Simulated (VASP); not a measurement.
Here is a VASP 6.6.1 calculation.

Contents of INCAR:

```
PREC = Accurate
ENCUT = 520
EDIFF = 1E-6
ISMEAR = 0
SIGMA = 0.1
LREAL = F
LASPH = T
NELM = 100
ALGO = Normal
ISIF = 2
LWAVE = F
LCHARG = F
GGA = PE
NBANDS = 11
```

File KPOINTS:

```
regular mesh
0
Gamma
  18 18 18
```

Contents of POSCAR:

```
Pd
1.0
    0.0000000000      1.9711248734      1.9711248734
    1.9711248734      0.0000000000      1.9711248734
    1.9711248734      1.9711248734      0.0000000000
Pd
1
Direct
    0.0000000000      0.0000000000      0.0000000000
```

Potentials or basis: VASP PAW PBE potentials, release 64 (Pd).

Run with:

```console
$ cat potpaw_PBE.64/Pd/POTCAR > POTCAR
$ mpirun -np 1 vasp_std > vasp.out
```

Question: What does it give for the band gap on the k mesh?

Answer: Zero (band 5 reaches 9.43 eV, above the bottom of band 6 at 7.94 eV).

Question: Predict the pressure.

Answer: -0.3 GPa.
